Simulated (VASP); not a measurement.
Write the native input for VASP 6.6.1 that does the following.

- Task: single point
- Functional: PBE
- Potentials or basis: VASP PAW PBE potentials, release 64 (Sn_d, O)
- Cutoff: 520 eV
- k mesh: 9 × 6 × 5
- Occupations: fermi-dirac, width 0.05 eV
- Spin: no spin polarisation
- Dipole correction: no
- Further INCAR settings: ALGO = Normal; EDIFF = 1e-06; NBANDS = 20

The structure of SnO2 lies in POSCAR:

```
SnO2
1.0
    3.0232700000      0.0000000000      0.0000000000
    0.0000000000      4.9646800000      0.0000000000
    0.0000000000      0.0000000000      5.9769600000
Sn O
1 2
Direct
    0.5074680000      0.4991730000     -0.0008730000
   -0.0043850000      0.5088600000      0.7674370000
   -0.0130290000      0.4947350000      0.2259780000
```

This cell differs from its parent crystal: atoms moved at random.

One way to write it, as run:

INCAR

```
PREC = Accurate ; ENCUT = 520
EDIFF = 1E-6 ; ISMEAR = -1
SIGMA = 0.05 ; LREAL = F
LASPH = T ; NELM = 100
ALGO = Normal ; ISIF = 2
LWAVE = F ; LCHARG = T
GGA = PE ; LELF = T
LVHAR = T ; NBANDS = 20
```

KPOINTS

```
Automatic mesh
0
Gamma
  9 6 5
```

Potentials or basis: VASP PAW PBE potentials, release 64 (Sn_d, O).

Launch:

```console
$ cat potpaw_PBE.64/Sn_d/POTCAR potpaw_PBE.64/O/POTCAR > POTCAR
$ mpirun -np 1 vasp_std > vasp.out
```

It gave:

```json
{
 "Pressure": "-0.5 GPa",
 "Largest force": "1.115 eV/Å",
 "Band gap on the k mesh": "1.30 eV (least direct gap 1.79 eV)"
}
```

Caveat: the cell differs from its parent crystal (atoms moved at random); spin-orbit coupling is left out, which moves the levels of the heavy elements; an odd mesh through Γ misses points on the zone boundary, where band edges can lie; forces of over 1 eV/Å act on the atoms, so gaps and moduli don't describe the material at rest.

Run time: 4.4 min on 1 thread of Intel Xeon 8259CL, on a shared host, peak memory 0.36 GiB.
